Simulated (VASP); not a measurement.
Set up this calculation in VASP 6.6.1, as the native input.

```
Task                   : relaxation of cell and atoms
Functional             : PBE
Potentials or basis    : VASP PAW PBE potentials, release 64 (P)
Cutoff                 : 600 eV
k mesh                 : 4 × 4 × 6
Occupations            : gaussian, width 0.1 eV
Spin                   : no spin polarisation
Dipole correction      : no
Further INCAR settings : ALGO = Normal; EDIFF = 1e-06; IBRION = 2; EDIFFG = -0.04; NSW = 90; ISIF = 3
```

The structure of P lies in POSCAR:

```
P
1.0
    2.3005475900     -4.9065908100      0.0000000000
    2.3005475900      4.9065908100      0.0000000000
    0.0000000000      0.0000000000      3.2698254600
P
6
Direct
    0.1019200500      0.3216338200      0.5000000000
    0.8980799500      0.6783661800      0.5000000000
    0.3216338200      0.1019200500      0.5000000000
    0.6783661800      0.8980799500      0.5000000000
    0.0000000000      0.5000000000      0.0000000000
    0.5000000000      0.0000000000      0.0000000000
```

One way to write it, as run:

INCAR

```
SYSTEM = P
ALGO = Normal ; EDIFF = 1E-6
EDIFFG = -0.04 ; ENCUT = 600
GGA = PE ; IBRION = 2
ISIF = 3 ; ISMEAR = 0
LASPH = .True. ; LCHARG = .False.
LREAL = .False. ; LWAVE = .False.
NELM = 100 ; NSW = 90
PREC = Accurate ; SIGMA = 0.1
```

KPOINTS

```
k-points
0
Gamma
  4 4 6
  0 0 0
```

Potentials or basis: VASP PAW PBE potentials, release 64 (P).

The run is started by

```sh
$ cat potpaw_PBE.64/P/POTCAR > POTCAR
$ mpirun -np 1 vasp_std > vasp.out
```

Results of the run:

The relaxed volume is 15.94 Å³/atom. The relaxed cell is a = 6.067 Å, b = 6.067 Å, c = 3.546 Å, α = 90.00°, β = 90.00°, γ = 132.90°, the space group after relaxing (to 0.05 Å) is Pmmm (No. 47) and the energy gained by relaxing is 739.5 meV/atom. The ionic steps are 15. The pressure after relaxing is -0.1 GPa and the largest force after relaxing is 0.026 eV/Å. The band gap on the k mesh is zero (band 15 reaches 9.61 eV, above the bottom of band 16 at 7.37 eV).

Caveat: the k points lie up to 0.35 Å⁻¹ apart in the final cell; the volume moved by over 15 % at a fixed basis, so the end points are rough.

It took 7 min on 1 thread of Oxide Virtual Turin-like Processor, with other jobs on the host, peak memory 0.21 GiB.
